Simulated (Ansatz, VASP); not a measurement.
AlN in VASP and in Ansatz

```
Al N
1.0
    -1.65675    2.86957    0.00000
     0.00000    0.00000    4.18746
     4.97025    2.86957    0.00000
Al N
4 4
Direct
  0.32515 0.75000 0.20979
  0.00000 0.75000 0.66667
  0.00000 0.25000 0.33333
  0.50000 0.25000 0.83333
  0.50000 0.25000 0.16667
  0.00000 0.25000 0.66667
  0.00000 0.75000 0.33333
  0.50000 0.75000 0.83333
```

Alike in both runs: task single point; functional PBE; k mesh 8 × 6 × 4; occupations gaussian, width 0.05 eV; no spin polarisation.

|  | VASP | Ansatz |
| --- | --- | --- |
| version | VASP 6.6.1 | Ansatz 0.2.0 |
| potentials or method | VASP PAW PBE potentials, release 64 (Al, N), cutoff 520 eV | scalar-relativistic, plane waves, PAW |
| valence electrons in the cell | 32 | 32 |

|  | VASP | Ansatz | Ansatz less VASP |
| --- | --- | --- | --- |
| gap on the k mesh at the Fermi level (eV) | 2.92 | 2.92 | -0.001 |
| least direct gap on the mesh (eV) | 2.92 | 2.92 | -0.001 |
| rms of the force components (eV/Å) | 11.980 | 12.270 | +0.2901 |

Atom by atom the forces differ by 0.291 eV/Å (rms over components).
